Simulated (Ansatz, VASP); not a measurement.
## Rh in VASP and in Ansatz

```
Rh
1.0
     0.00000    1.89227    1.89227
     1.89227    0.00000    1.89227
     1.89227    1.89227    0.00000
Rh
1
Cartesian
  0.0000 0.0000 0.0000
```

Alike in both runs: functional PBEsol; k mesh 8 × 8 × 8; occupations gaussian, width 0.1 eV; no spin polarisation.

Ansatz relaxed the structure, and its values are those at the end. VASP's run is a single point on that final structure, the one shown.

|  | VASP | Ansatz |
| --- | --- | --- |
| version | VASP 6.6.1 | Ansatz 0.2.0 |
| potentials or method | VASP PAW PBE potentials, release 64 (Rh_pv), cutoff 520 eV | scalar-relativistic, plane waves, PAW |
| valence electrons in the cell | 15 | 17 |

|  | VASP | Ansatz | Ansatz less VASP |
| --- | --- | --- | --- |
| gap on the k mesh at the Fermi level (eV) | none | none | - |
| pressure (GPa) | -0.2 | -0.2 | +0.07 |

VASP's potentials were made for PBE, not for PBEsol. A gap of «none» marks a metal or a gap that the smearing closes. The functional is the same, so the differences come from potentials, cutoffs and numerics. VASP's potentials hold 15 valence electrons a cell and Ansatz's 17, so a difference there can come from the potentials and not from the codes.
